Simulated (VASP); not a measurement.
A run of VASP 6.6.1 is set up as follows.

File INCAR:

```
PREC     = Accurate       # precision mode
ENCUT    = 520            # plane-wave cutoff, eV
EDIFF    = 1E-6           # SCF threshold, eV
ISMEAR   = -1             # smearing method
SIGMA    = 0.1            # smearing width, eV
LREAL    = False          # projectors in reciprocal space
LASPH    = True           # aspherical terms in the spheres
NELM     = 100            # most SCF steps
ALGO     = Normal         # electronic algorithm
ISIF     = 2              # what is computed and relaxed
LWAVE    = False          # write WAVECAR
LCHARG   = False          # write CHGCAR
GGA      = RP             # functional
NBANDS   = 12             # bands
```

The input KPOINTS:

```
Automatic mesh
0
Gamma
  13 13 10
```

File POSCAR:

```
As
1.0
   -4.8131552906      5.2098693601      1.4298553701
    5.2098693601     -4.8131552906      1.4298553701
    2.5419612017      2.5419612017     -0.7032728254
As
2
Direct
    0.9360465993      0.0639534007      1.0000000000
    0.8139534007      0.1860465993      0.5000000000
```

Potentials or basis: VASP PAW PBE potentials, release 64 (As).

The run is started by

```sh
$ cat potpaw_PBE.64/As/POTCAR > POTCAR
$ mpirun -np 1 vasp_std > vasp.out
```

Predict the band gap on the k mesh.

zero (bands 5 and 6 overlap by 4.44 eV).

Estimate the pressure.

-1.3 GPa.

What does it give for the largest force?

0.270 eV/Å.

Stress tensor (GPa, compression positive):
```
-1.23 -0.24  0.00
-0.24 -1.23  0.00
 0.00  0.00 -1.43
```

Caveat: the PAW data sets were made with another functional, which shifts forces and pressure a little.
